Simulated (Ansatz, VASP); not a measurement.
This is a calculation of La for VASP 6.6.1.

The input INCAR:

```
  PREC = Accurate
  ENCUT = 520
  EDIFF = 1E-6
  ISMEAR = -1
  SIGMA = 0.05
  LREAL = False
  LASPH = True
  NELM = 80
  ALGO = Normal
  ISIF = 2
  LWAVE = False
  LCHARG = True
  GGA = PE
  LELF = True
  LVHAR = True
  NBANDS = 30
```

The input KPOINTS:

```
regular mesh
0
Gamma
  8 8 3
```

The input POSCAR:

```
La
1.0
    3.7700000000      0.0000000000      0.0000000000
   -1.8850000000      3.2649157723      0.0000000000
    0.0000000000      0.0000000000     12.1590000000
La
4
Direct
    0.6666666667      0.3333333333      0.2500000000
    0.3333333333      0.6666666667      0.7500000000
    0.0000000000      0.0000000000      0.5000000000
    0.0000000000      0.0000000000      0.0000000000
```

Potentials or basis: VASP PAW PBE potentials, release 64 (La).

Launch:

```console
$ cat potpaw_PBE.64/La/POTCAR > POTCAR
$ mpirun -np 1 vasp_std > vasp.out
```

Question: Set up the same calculation for Ansatz 0.2.0. Potentials there: Ansatz PAW.

Answer: As run (the cutoff follows the program's own potentials):

input.yaml

```yaml
crystal:
  lattice:
    - [3.77, 0.0, 0.0]
    - [-1.885, 3.2649157723, 0.0]
    - [0.0, 0.0, 12.159]
  atoms:
    - { symbol: La, position: [0.6666666667, 0.3333333333, 0.25] }
    - { symbol: La, position: [0.3333333333, 0.6666666667, 0.75] }
    - { symbol: La, position: [0.0, 0.0, 0.5] }
    - { symbol: La, position: [0.0, 0.0, 0.0] }
hamiltonian:
  xc: pbe
  pseudopotentials: { kind: paw }
kpoints:
  mp_grid: { grid: [8, 8, 3] }
scf:
  occupations: { method: fermi_dirac, width: 0.05 }
output:
  forces: true
  stress: true
  eigenvalues: true
```

Potentials or basis: Ansatz PAW.

The run is started by

```bash
$ ansatz run input.yaml --threads 1 --pin off --max-ram 3584MiB --backend cpu --events-out ev --progress --plain --runs-dir out
```

Both were run:

|  | VASP | Ansatz | Ansatz less VASP |
| --- | --- | --- | --- |
| gap on the k mesh at the Fermi level (eV) | none | none | - |
| pressure (GPa) | -0.2 | -0.2 | -0.07 |

A gap of «none» marks a metal or a gap that the smearing closes.

Neither program's run includes spin-orbit coupling.
